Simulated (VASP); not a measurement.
Zn, 1 atom in the cell. It takes space group Pm-3m (No. 221, cubic). The conventional cell has a = 2.598 Å, b = 2.598 Å, c = 2.598 Å, α = 90.00°, β = 90.00°, γ = 90.00°. Zn (site symmetry m-3m) has 6 Zn at 2.60 Å within 3.4 Å. This isn't the form of Zn at room conditions, which is hcp.

```yaml
Program: VASP 6.6.1
Task: relaxation of cell and atoms
Functional: PBEsol
Potentials_or_basis: VASP PAW PBE potentials, release 64 (Zn)
Cutoff: 600 eV
k_mesh: 22 × 22 × 22
Occupations: gaussian, width 0.1 eV
Spin: no spin polarisation
Dipole_correction: no
Further_INCAR_settings: ALGO = Normal; EDIFF = 1e-06; IBRION = 2; EDIFFG = -0.01; NSW = 100; ISIF = 3
```

Potentials or basis: VASP PAW PBE potentials, release 64 (Zn).

The run is started by

```sh
$ cat potpaw_PBE.64/Zn/POTCAR > POTCAR
$ mpirun -np 1 vasp_std > vasp.out
```

Hardware: 1 thread of Intel(R) Xeon(R) Platinum 8259CL CPU @ 2.50GHz (Skylake/Cascade Lake), on a shared host.

How long does it take, and how much memory?

It took 98 s on 1 thread of Intel(R) Xeon(R) Platinum 8259CL CPU @ 2.50GHz (Skylake/Cascade Lake), on a shared host, peak memory 0.21 GiB. Counts: scf iterations 31, k points 364, ion steps 5.
